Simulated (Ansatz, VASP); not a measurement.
# Two plane-wave programs on Ga3Mo

```
Ga Mo
1.0
    -1.89942    1.89942    4.27995
     1.89942   -1.89942    4.27995
     1.89942    1.89942   -4.27995
Ga Mo
3 1
Direct
  0.75000 0.25000 0.50000
  0.25000 0.75000 0.50000
  0.50000 0.50000 0.00000
  0.00000 0.00000 0.00000
```

Alike in both runs: functional PBE; k mesh 7 × 7 × 7; occupations gaussian, width 0.2 eV; no spin polarisation.

Ansatz relaxed the structure, and its values are those at the end. VASP's run is a single point on that final structure, the one shown.

|  | VASP | Ansatz |
| --- | --- | --- |
| version | VASP 6.6.1 | Ansatz 0.2.0 |
| potentials or method | VASP PAW PBE potentials, release 64 (Ga_d, Mo_sv), cutoff 520 eV | scalar-relativistic, plane waves, PAW |
| valence electrons in the cell | 53 | 53 |

|  | VASP | Ansatz | Ansatz less VASP |
| --- | --- | --- | --- |
| gap on the k mesh at the Fermi level (eV) | none | none | - |
| pressure (GPa) | 0.3 | -0.1 | -0.35 |

A gap of «none» marks a metal or a gap that the smearing closes. With one functional, cell and mesh, what is left measures potentials, basis and numerics.
